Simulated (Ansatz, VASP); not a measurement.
One calculation of H, two programs

Contents of POSCAR:

```
H
1.0
    7.1772243400      0.0000000000      0.0000000000
    0.0000000000      7.1869279200      0.0000000000
    0.0000000000      0.0000000000      7.2081540300
H
8
Direct
    0.3655326100      0.7217362900      0.6472593300
    0.8655326100      0.7782637100      0.3527406700
    0.6344673900      0.2217362900      0.8527406700
    0.1344673900      0.2782637100      0.1472593300
    0.6445223500      0.1492589600      0.7802707100
    0.1445223500      0.3507410400      0.2197292900
    0.3554776500      0.6492589600      0.7197292900
    0.8554776500      0.8507410400      0.2802707100
```

INCAR.step1

```
SYSTEM = H
PREC = Accurate ; ENCUT = 520
ISMEAR = 0 ; SIGMA = 0.1
LREAL = .FALSE. ; LASPH = .TRUE.
NELM = 100 ; NBANDS = 14
GGA = PE ; ALGO = Normal
EDIFF = 1E-4 ; LWAVE = .TRUE.
LCHARG = .FALSE.
```

File INCAR.step2:

```
SYSTEM = H
PREC = Accurate ; ENCUT = 520
EDIFF = 1E-7 ; ISMEAR = 0
SIGMA = 0.1 ; LREAL = .FALSE.
LASPH = .TRUE. ; NELM = 100
ALGO = Normal ; ISIF = 2
LWAVE = .FALSE. ; LCHARG = .TRUE.
METAGGA = R2SCAN ; LMIXTAU = .TRUE.
LELF = .TRUE. ; LVHAR = .TRUE.
NBANDS = 14 ; ISTART = 1
```

The input KPOINTS:

```
Automatic mesh
0
G
  4 4 4
  0 0 0
```

Input for Ansatz:

```yaml
crystal:
  lattice:
    - [7.17722434, 0.0, 0.0]
    - [0.0, 7.18692792, 0.0]
    - [0.0, 0.0, 7.20815403]
  atoms:
    - { symbol: H, position: [0.36553261, 0.72173629, 0.64725933] }
    - { symbol: H, position: [0.86553261, 0.77826371, 0.35274067] }
    - { symbol: H, position: [0.63446739, 0.22173629, 0.85274067] }
    - { symbol: H, position: [0.13446739, 0.27826371, 0.14725933] }
    - { symbol: H, position: [0.64452235, 0.14925896, 0.78027071] }
    - { symbol: H, position: [0.14452235, 0.35074104, 0.21972929] }
    - { symbol: H, position: [0.35547765, 0.64925896, 0.71972929] }
    - { symbol: H, position: [0.85547765, 0.85074104, 0.28027071] }
basis:
  ecutwfc: 500
kpoints:
  mp_grid: { grid: [4, 4, 4] }
hamiltonian:
  xc: r2scan
scf:
  occupations: { method: gaussian, width: 0.1 }
  lower_state_search: "off"
output:
  forces: true
  stress: true
  eigenvalues: true
```

Alike in both runs: task single point; functional r2SCAN; k mesh 4 × 4 × 4; occupations gaussian, width 0.1 eV; no spin polarisation.

|  | VASP | Ansatz |
| --- | --- | --- |
| version | VASP 6.6.1 | Ansatz 0.2.0 |
| potentials or method | VASP PAW PBE potentials, release 64 (H), cutoff 520 eV | scalar-relativistic, plane waves, PAW |
| valence electrons in the cell | 8 | 8 |

```tsv
	VASP	Ansatz	Ansatz less VASP
gap on the k mesh at the Fermi level (eV)	11.42	11.42	+0.009
least direct gap on the mesh (eV)	11.42	11.43	+0.009
pressure (GPa)	0.0	0.0	+0.05
rms of the force components (eV/Å)	0.003	0.001	-0.0023
```

VASP's potentials were made for PBE, not for r2SCAN. Atom by atom the forces differ by 0.003 eV/Å (rms over components).
